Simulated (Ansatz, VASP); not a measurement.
# One calculation of Fe, two programs

The input INCAR:

```
SYSTEM = Fe
PREC     = Accurate       ! precision mode
ENCUT    = 520            ! plane-wave cutoff, eV
EDIFF    = 1E-6           ! SCF threshold, eV
ISMEAR   = -1             ! smearing method
SIGMA    = 0.05           ! smearing width, eV
LREAL    = .FALSE.        ! projectors in reciprocal space
LASPH    = .TRUE.         ! aspherical terms in the spheres
NELM     = 150            ! most SCF steps
ALGO     = Normal         ! electronic algorithm
ISIF     = 2              ! what is computed and relaxed
LWAVE    = .FALSE.        ! write WAVECAR
LCHARG   = .FALSE.        ! write CHGCAR
ISPIN    = 2              ! spin polarisation
MAGMOM   = 2.653 2.653 2.659 2.659 ! initial moments
LORBIT   = 11             ! projections on sites
LMAXMIX  = 4              ! l up to which the mixer works
GGA      = RP             ! functional
NBANDS   = 28             ! bands
```

The input KPOINTS:

```
Automatic mesh
0
G
  19 19 5
  0 0 0
```

File POSCAR:

```
Fe
1.0
    2.5580412867      0.0000000000      0.0000000000
   -1.2790206434      2.2153287382      0.0000000000
    0.0000000000      0.0000000000      8.7672397625
Fe
4
Direct
    0.0000000000      0.0000000000      0.0000000000
    1.0000000000      1.0000000000      0.5000000000
    0.3333333333      0.6666666667      0.2500000000
    0.6666666667      0.3333333333      0.7500000000
```

Input for Ansatz:

```yaml
crystal:
  lattice:
    - [2.5580412867, 0.0, 0.0]
    - [-1.2790206434, 2.2153287382, 0.0]
    - [0.0, 0.0, 8.7672397625]
  atoms:
    - { symbol: Fe, position: [0.0, 0.0, 0.0], spin: 2.653 }
    - { symbol: Fe, position: [1.0, 1.0, 0.5], spin: 2.653 }
    - { symbol: Fe, position: [0.3333333333, 0.6666666667, 0.25], spin: 2.659 }
    - { symbol: Fe, position: [0.6666666667, 0.3333333333, 0.75], spin: 2.659 }
hamiltonian:
  xc: rpbe
  pseudopotentials:
    kind: paw
    azcp:
      Fe: "pseudopotentials/Fe.paw.azcp"
basis:
  ecutwfc: 420
  fft_grid_basis: typed
kpoints:
  mp_grid: { grid: [19, 19, 5], shift: [0, 0, 0] }
magnetization:
  spin_polarized: true
scf:
  occupations: { method: fermi_dirac, width: 0.05 }
output:
  write_density: true
  write_potential: true
  elf: true
  volumetric_format: npy
```

Alike in both runs: task single point; functional RPBE; k mesh 19 × 19 × 5; occupations fermi-dirac, width 0.05 eV; collinear spin.

|  | VASP | Ansatz |
| --- | --- | --- |
| version | VASP 6.6.1 | Ansatz 0.2.0 |
| potentials or method | VASP PAW PBE potentials, release 64 (Fe), cutoff 520 eV | plane waves (420 eV) with PAW, scalar-relativistic |
| valence electrons in the cell | 32 | 64 |

VASP gave:

* net moment per atom (μB): 2.62
* size of the moment on the site where the two differ most (μB): 2.62

Task: What did Ansatz give for the same quantities?

Result: net moment per atom (μB): 2.62; size of the moment on the site where the two differ most (μB): 2.66.

VASP's potentials were made for PBE, not for RPBE. Site moments also hang on the region over which each program counts them. With one functional, cell and mesh, what is left measures potentials, basis and numerics. VASP's potentials hold 32 valence electrons a cell and Ansatz's 64, so a difference there can come from the potentials and not from the codes.
